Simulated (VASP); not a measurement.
The system is Na4F.

```
CELL_PARAMETERS angstrom
-2.83851 2.83851 2.83851
2.83851 -2.83851 2.83851
2.83851 2.83851 -2.83851
ATOMIC_POSITIONS crystal
Na 0.50000 0.50000 0.50000
Na 0.00000 0.00000 0.50000
Na 0.00000 0.50000 0.00000
Na 0.50000 0.00000 0.00000
F 0.00000 0.00000 0.00000
```

The cell was built from a structure type or drawn by symmetry, and may not be a known phase.

| Quantity | Value |
| --- | --- |
| Program | VASP 6.6.1 |
| Task | relaxation of cell and atoms |
| Functional | PBE |
| Potentials or basis | VASP PAW PBE potentials, release 64 (Na_pv, F) |
| Cutoff | 600 eV |
| k mesh | 4 × 4 × 4 |
| Occupations | gaussian, width 0.1 eV |
| Spin | no spin polarisation |

At the start: pressure 8.1 GPa; volume 18.30 Å³/atom.

Q: How do energy, volume and symmetry change on relaxing?

A: Over 4 steps the energy falls by 137.2 meV/atom and the volume is 25.12 Å³/atom (+37.3 %); space group Im-3m (No. 229, to 0.1 Å) before and after.

The path:
```csv
step,energy change (eV),largest force (eV/Å),pressure (GPa),volume (Å³)
1,0.0000,0.0000,8.05,91.48
2,-0.4559,0.0000,3.82,104.21
3,-0.6735,0.0000,0.73,120.63
4,-0.6858,0.0000,0.08,125.61
```

Final structure:
```cif
data_structure
_symmetry_space_group_name_H-M 'P 1'
_symmetry_Int_Tables_number 1
_cell_length_a 5.4644
_cell_length_b 5.4644
_cell_length_c 5.4644
_cell_angle_alpha 109.471
_cell_angle_beta 109.471
_cell_angle_gamma 109.471
_cell_volume 125.61
loop_
_atom_site_label
_atom_site_type_symbol
_atom_site_fract_x
_atom_site_fract_y
_atom_site_fract_z
_atom_site_occupancy
Na1 Na 0.50000 0.50000 0.50000 1
Na2 Na 0.00000 0.00000 0.50000 1
Na3 Na 0.00000 0.50000 0.00000 1
Na4 Na 0.50000 0.00000 0.00000 1
F1 F 0.00000 0.00000 0.00000 1
```

Caveat: the k points lie up to 0.35 Å⁻¹ apart in the final cell, too coarse for converged energies and pressures of a metal; the volume moved by over 15 % at a fixed basis, so the end points are rough; an odd number of electrons without spin polarisation forces a metal; a magnetic or distorted state may lie lower.
